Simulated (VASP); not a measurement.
# Sc (P6/mmm) in VASP: further runs

The runs below take Sc through single point, with PBE.

Everything below comes from runs of VASP 6.6.1. Logs are shortened: lines on timing, memory, paths and dates and some standing lists are left out, and cuts for length are marked.

## (1) The cell of the first run

It takes space group P6/mmm (No. 191, hexagonal). The conventional cell has a = 4.236 Å, b = 4.236 Å, c = 2.456 Å, α = 90.00°, β = 90.00°, γ = 120.00°. Within 3.2 Å of Sc (site symmetry 6/mmm) lie 14 Sc at 2.46 to 2.74 Å. Within 3.2 Å of Sc (site symmetry -6m2) lie 11 Sc at 2.45 to 2.74 Å.

## (2) Single point, PBE

INCAR

```
PREC = Accurate
ENCUT = 520
EDIFF = 1E-6
ISMEAR = -1
SIGMA = 0.1
LREAL = F
LASPH = T
NELM = 60
ALGO = Normal
ISIF = 2
LWAVE = F
LCHARG = T
GGA = PE
LELF = T
LVHAR = T
NBANDS = 24
```

KPOINTS

```
regular mesh
0
Gamma
  9 9 12
```

POSCAR

```
Sc
1.0
    4.2361439314      0.0000000000      0.0000000000
   -2.1180719657      3.6686082587      0.0000000000
    0.0000000000      0.0000000000      2.4556755081
Sc
3
Direct
    0.0000000000      0.0000000000      0.0000000000
    0.3333333333      0.6666666667      0.5000000000
    0.6666666667      0.3333333333      0.5000000000
```

Potentials or basis: VASP PAW PBE potentials, release 64 (Sc_sv).

Started as:

```
$ cat potpaw_PBE.64/Sc_sv/POTCAR > POTCAR
$ mpirun -np 1 vasp_std > vasp.out
```

OUTCAR:

```text
PREC = Accurate
   ENCUT = 520
   EDIFF = 1E-6
   ISMEAR = -1
   LREAL = F
   LASPH = T
   NELM = 60
   ISIF = 2
   GGA = PE

 ion  position               nearest neighbor table
   1  0.000  0.000  0.000-   2 2.74   3 2.74   2 2.74   3 2.74   3 2.74   3 2.74   2 2.74   2 2.74
                             3 2.74   3 2.74   2 2.74   2 2.74
   2  0.333  0.667  0.500-   3 2.45   3 2.45   3 2.45   1 2.74   1 2.74   1 2.74   1 2.74   1 2.74
                             1 2.74
   3  0.667  0.333  0.500-   2 2.45   2 2.45   2 2.45   1 2.74   1 2.74   1 2.74   1 2.74   1 2.74
                             1 2.74

  LATTYP: Found a hexagonal cell.
 ALAT       =     4.2361439314
 C/A-ratio  =     0.5796959565

  Lattice vectors:

 A1 = (   4.2361439314,   0.0000000000,   0.0000000000)
 A2 = (  -2.1180719657,   3.6686082587,   0.0000000000)
 A3 = (   0.0000000000,   0.0000000000,   2.4556755081)

Analysis of symmetry for initial positions (statically):
=====================================================================
 Subroutine PRICEL returns:
 Original cell was already a primitive cell.

 Routine SETGRP: Setting up the symmetry group for a
 hexagonal supercell.

 Subroutine GETGRP returns: Found 24 space group operations
 (whereof 24 operations were pure point group operations)
 out of a pool of 24 trial point group operations.

The static configuration has the point symmetry D_6h.

Analysis of symmetry for dynamics (positions and initial velocities):
=====================================================================
 Subroutine PRICEL returns:
 Original cell was already a primitive cell.

 Routine SETGRP: Setting up the symmetry group for a
 hexagonal supercell.

 Subroutine GETGRP returns: Found 24 space group operations
 (whereof 24 operations were pure point group operations)
 out of a pool of 24 trial point group operations.

The dynamic configuration has the point symmetry D_6h.

 Subroutine INISYM returns: Found 24 space group operations
 (whereof 24 operations are pure point group operations),
 and found     1 'primitive' translations

----------------------------------------------------------------------------------------

                                     Primitive cell

  volume of cell :      38.1630

  direct lattice vectors                    reciprocal lattice vectors
     4.236143931  0.000000000  0.000000000     0.236063745  0.136291467  0.000000000
    -2.118071966  3.668608259  0.000000000     0.000000000  0.272582933  0.000000000
     0.000000000  0.000000000  2.455675508     0.000000000  0.000000000  0.407219927

  length of vectors
     4.236143931  4.236143931  2.455675508     0.272582933  0.272582933  0.407219927

  position of ions in fractional coordinates (direct lattice)
     0.000000000  0.000000000  0.000000000
     0.333333333  0.666666667  0.500000000
     0.666666667  0.333333333  0.500000000

  ion indices of the primitive-cell ions
   primitive index   ion index
                 1           1
                 2           2
                 3           3

----------------------------------------------------------------------------------------

 KPOINTS: regular mesh

Automatic generation of k-mesh.
 Grid dimensions read from file:
 generate k-points for:    9    9   12

 Generating k-lattice:

  Cartesian coordinates                     Fractional coordinates (reciprocal lattice)
     0.026229305  0.015143496  0.000000000     0.111111111  0.000000000  0.000000000
     0.000000000  0.030286993  0.000000000     0.000000000  0.111111111  0.000000000
     0.000000000  0.000000000  0.033934994     0.000000000  0.000000000  0.083333333

  Length of vectors
     0.030286993  0.030286993  0.033934994

  Shift w.r.t. Gamma in fractional coordinates (k-lattice)
     0.000000000  0.000000000  0.000000000

 Subroutine IBZKPT returns following result:
 ===========================================

 Found     84 irreducible k-points:

 Following reciprocal coordinates:
            Coordinates               Weight
  0.000000  0.000000  0.000000      1.000000
  0.111111 -0.000000  0.000000      6.000000
  0.222222  0.000000  0.000000      6.000000
  0.333333  0.000000  0.000000      6.000000
  0.444444  0.000000  0.000000      6.000000
  0.111111  0.111111  0.000000      6.000000
[... 16 lines left out ...]
  0.333333  0.222222  0.083333     24.000000
  0.333333  0.333333  0.083333      4.000000
 [... further k-points ...]
   k-points           NKPTS =     84   k-points in BZ     NKDIM =     84   number of bands    NBANDS=     24
   number of dos      NEDOS =    301   number of ions     NIONS =      3
   total plane-waves  NPLWV =  18432
   dimension x,y,z NGX =    32 NGY =   32 NGZ =   18
   dimension x,y,z NGXF=    64 NGYF=   64 NGZF=   36
   ions per type =               3
   NGX,Y,Z   is equivalent  to a cutoff of  12.56, 12.56, 12.19 a.u.
   NGXF,Y,Z  is equivalent  to a cutoff of  25.12, 25.12, 24.37 a.u.
 SYSTEM =  unknown system
   PREC   = accura    normal or accurate (medium, high low for compatibility)
   ISTART =      0    job   : 0-new  1-cont  2-samecut
   ICHARG =      2    charge: 1-file 2-atom 10-const
   ISPIN  =      1    spin polarized calculation?
   LNONCOLLINEAR =      F non collinear calculations
   LSORBIT =      F    spin-orbit coupling
   LASPH  =      T    aspherical Exc in radial PAW
   ENCUT  =  520.0 eV  38.22 Ry    6.18 a.u.   7.88  7.88  4.57*2*pi/ulx,y,z
   NELM   =     60;   NELMIN=  2; NELMDL= -5     # of ELM steps
   EDIFF  = 0.1E-05   stopping-criterion for ELM
   LREAL  =      F    real-space projection
   EDIFFG = 0.1E-04   stopping-criterion for IOM
   NSW    =      0    number of steps for IOM
   IBRION =     -1    ionic relax: 0-MD 1-quasi-New 2-CG
   NFREE  =      0    steps in history (QN), initial steepest desc. (CG)
   ISIF   =      2    stress and relaxation
   ISYM   =      2    0-nonsym 1-usesym 2-fastsym
   POTIM  = 0.5000    time-step for ionic-motion
   TEBEG  =    0.0;   TEEND  =   0.0 temperature during run
   PSTRESS=    0.0 pullay stress
   NELECT =      33.0000    total number of electrons
   NUPDOWN=      -1.0000    fix difference up-down
   EMIN   =  10.00;   EMAX   =-10.00  energy-range for DOS
   EFERMI =   0.00;   METHOD = LEGACY
   ISMEAR =    -1;   SIGMA  =   0.10  broadening in eV -4-tet -1-fermi 0-gaus
   EFERMI_NEDOS =   21; number of points for ismear=-14 and -15
   IALGO  =     38    algorithm
   IMIX   =      4    mixing-type and parameters
     AMIX     =   0.40;   BMIX     =  1.00
     AMIX_MAG =   1.60;   BMIX_MAG =  1.00
  volume/ion in A,a.u.               =      12.72        85.85
  Fermi-wavevector in a.u.,A,eV,Ry     =   1.559667  2.947343 33.096991  2.432560
  Thomas-Fermi vector in A             =   2.662992
   LORBIT       =      0    0 simple, 1 ext, 2 COOP (PROOUT), +10 PAW based schemes
   GGA     = PE    functional components
   LHFCALC =     F    Hartree Fock is set to
   AEXX    =    0.0000 exact exchange contribution
   IVDW    =     0    specifies the selected vdW correction
   LEPSILON=     F    determine dielectric tensor
   LRPA    =     F    only Hartree local field effects (RPA)
 non-spin polarized calculation
  energy-cutoff  :      520.00
  volume of cell :       38.16
 maximum number of plane-waves:      1056
 NGX is ok and might be reduce to    32
   NGX = 15   NGY = 15   NGZ =  9

 number of electron      32.9999996 magnetization

 Free energy of the ion-electron system (eV)
  ---------------------------------------------------
  ext. energy  EPLUGINS =         0.00000000
  ---------------------------------------------------
  free energy    TOTEN  =       -12.12356682 eV

  energy without entropy =      -12.03938806  energy(sigma->0) =      -12.08147744

 E-fermi :   8.5409     XC(G=0): -12.9204

 val. band max:        8.5367112702   @ k =   0.1111  -0.0000   0.0000
 cond. band min:       8.5514845158   @ k =   0.2222   0.0000   0.0000
 fundamental gap:      0.0147732457
 Fermi energy:         8.5408531684

 k-point     1 :       0.0000    0.0000    0.0000
  band No.  band energies     occupation
      1     -40.0568      2.00000
      2     -39.1774      2.00000
      3     -39.1652      2.00000
      4     -19.1981      2.00000
      5     -19.1981      2.00000
      6     -18.7209      2.00000
[... 16 lines left out ...]
     23      13.1294      0.00000
     24      13.1565      0.00000

 k-point     2 :       0.1111   -0.0000    0.0000
  band No.  band energies     occupation
      1     -40.0286      2.00000
      2     -39.1900      2.00000
      3     -39.1845      2.00000
      4     -19.3435      2.00000
      5     -19.2863      2.00000
      6     -18.5452      2.00000
[... 16 lines left out ...]
     23      12.7012      0.00000
     24      12.7734      0.00000

 k-point     3 :       0.2222    0.0000    0.0000
  band No.  band energies     occupation
      1     -39.9479      2.00000
      2     -39.2518      2.00000
      3     -39.2128      2.00000
      4     -19.5600      2.00000
      5     -19.3274      2.00000
      6     -18.2406      2.00000
[... 16 lines left out ...]
     23      12.3184      0.00000
     24      12.6222      0.00000

 k-point     4 :       0.3333    0.0000    0.0000
  band No.  band energies     occupation
      1     -39.8271      2.00000
      2     -39.3557      2.00000
      3     -39.2404      2.00000
      4     -19.7263      2.00000
      5     -19.2036      2.00000
      6     -17.9387      2.00000
[... 16 lines left out ...]
     23      12.7471      0.00000
     24      12.9345      0.00000

 k-point     5 :       0.4444    0.0000    0.0000
  band No.  band energies     occupation
      1     -39.6943      2.00000
      2     -39.4784      2.00000
      3     -39.2577      2.00000
      4     -19.8143      2.00000
      5     -18.9325      2.00000
      6     -18.3951      2.00000
[... 16 lines left out ...]
     23      13.1425      0.00000
     24      13.7895      0.00000

 k-point     6 :       0.1111    0.1111    0.0000
  band No.  band energies     occupation
      1     -39.9741      2.00000
      2     -39.2246      2.00000
      3     -39.2109      2.00000
      4     -19.4635      2.00000
      5     -19.3787      2.00000
      6     -18.2890      2.00000
[... 16 lines left out ...]
     23      12.5117      0.00000
     24      12.5243      0.00000
[... 379 lines left out ...]
 k-point    21 :       0.4444    0.1111    0.0833
  band No.  band energies     occupation
      1     -39.6161      2.00000
      2     -39.4746      2.00000
      3     -39.2537      2.00000
      4     -19.7123      2.00000
      5     -18.8884      2.00000
      6     -18.5786      2.00000
[... 16 lines left out ...]
     23      12.9951      0.00000
     24      13.2256      0.00000

 k-point    22 :       0.2222    0.2222    0.0833
  band No.  band energies     occupation
      1     -39.7290      2.00000
      2     -39.3450      2.00000
      3     -39.2665      2.00000
      4     -19.5365      2.00000
      5     -19.3057      2.00000
      6     -18.2100      2.00000
[... 16 lines left out ...]
     23      12.5622      0.00000
     24      13.2676      0.00000

 k-point    23 :       0.3333    0.2222    0.0833
  band No.  band energies     occupation
      1     -39.6079      2.00000
      2     -39.4416      2.00000
      3     -39.2963      2.00000
      4     -19.5387      2.00000
      5     -19.1014      2.00000
      6     -18.6397      2.00000
[... 16 lines left out ...]
     23      12.6624      0.00000
     24      13.3277      0.00000

 k-point    24 :       0.3333    0.3333    0.0833
  band No.  band energies     occupation
      1     -39.5101      2.00000
      2     -39.5101      2.00000
      3     -39.3275      2.00000
      4     -19.4229      2.00000
      5     -18.9756      2.00000
      6     -18.9756      2.00000
[... 16 lines left out ...]
     23      12.3288      0.00000
     24      13.2525      0.00000

 [... further k-points ...]

------------------------ aborting loop because EDIFF is reached ----------------------------------------

  FORCE on cell =-STRESS in cart. coord.  units (eV):
  Direction    XX          YY          ZZ          XY          YZ          ZX
  --------------------------------------------------------------------------------------
  -------------------------------------------------------------------------------------
  Total       21.4368459     21.4368459     21.4943012      0.0000000      0.0000000      0.0000000
  in kB      899.9708498    899.9708498    902.3829638      0.0000000      0.0000000      0.0000000
  external PRESSURE =     900.7748878 kB  Pullay stress =       0.0000000 kB

 VOLUME and BASIS-vectors are now :
 -----------------------------------------------------------------------------
  energy-cutoff  :      520.00
  volume of cell :       38.16
      direct lattice vectors                 reciprocal lattice vectors
     4.236143931  0.000000000  0.000000000     0.236063745  0.136291467  0.000000000
    -2.118071966  3.668608259  0.000000000     0.000000000  0.272582933  0.000000000
     0.000000000  0.000000000  2.455675508     0.000000000  0.000000000  0.407219927

 POSITION                                       TOTAL-FORCE (eV/Angst)
 -----------------------------------------------------------------------------------
      0.00000      0.00000      0.00000         0.000000      0.000000      0.000000
     -0.00000      2.44574      1.22784        -0.000000      0.000000      0.000000
      2.11807      1.22287      1.22784         0.000000     -0.000000      0.000000
 -----------------------------------------------------------------------------------
    total drift:                               -0.000000      0.000000      0.000000

  FREE ENERGIE OF THE ION-ELECTRON SYSTEM (eV)
  ---------------------------------------------------
  free  energy   TOTEN  =       -12.1235668182 eV

  energy  without entropy=      -12.0393880633  energy(sigma->0) =      -12.08147744
```

Run time: 28 s. Hardware: 1 thread of Intel Xeon Platinum 8488C (Sapphire Rapids), shared host; peak memory 0.19 GiB.

What came out:

| Item | Value |
| --- | --- |
| Free energy | -12.1236 eV |
| Pressure | 90.1 GPa |

## (3) Single point, PBE

INCAR

```
  ALGO = Normal
  EDIFF = 1E-7
  ENCUT = 520
  GGA = PE
  ISIF = 2
  ISMEAR = -1
  LASPH = True
  LCHARG = False
  LREAL = False
  LWAVE = False
  NBANDS = 24
  NELM = 100
  PREC = Accurate
  SIGMA = 0.1
```

KPOINTS

```
k-points
0
Gamma
  9 9 12
```

POSCAR

```
Sc
1.0
    4.2356620436      0.0000000000      0.0000000000
   -2.1178310218      3.6681909316      0.0000000000
    0.0000000000      0.0000000000      2.4552797569
Sc
3
Direct
    0.0000000000      0.0000000000      0.0000000000
    0.3333333333      0.6666666667      0.5000000000
    0.6666666667      0.3333333333      0.5000000000
```

Potentials or basis: VASP PAW PBE potentials, release 64 (Sc_sv).

Started as:

```
$ cat potpaw_PBE.64/Sc_sv/POTCAR > POTCAR
$ mpirun -np 1 vasp_std > vasp.out
```

It took 31 s on 1 thread of Intel Xeon Platinum 8488C (Sapphire Rapids), shared host; peak memory 0.19 GiB.

Results (log left out):

```yaml
Free_energy: -12.1152 eV
Pressure: 90.3 GPa
```

Stress tensor (GPa, compression positive):
```
90.18  0.00  0.00
 0.00 90.18  0.00
 0.00  0.00 90.40
```

Levels at points of the mesh, in eV from the Fermi level:
| k point | band 13 | band 14 | band 15 | band 16 | band 17 | band 18 | band 19 | band 20 | band 21 | band 22 |
| --- | --- | --- | --- | --- | --- | --- | --- | --- | --- | --- |
| (0.00, 0.00, 0.00) | -5.07 | -2.11 | 0.47 | 0.47 | 0.50 | 0.50 | 0.85 | 1.60 | 2.94 | 2.94 |
| (0.00, 0.00, 0.50) | -3.07 | -3.07 | -1.79 | -1.79 | -0.14 | 0.51 | 2.02 | 2.02 | 3.49 | 3.49 |
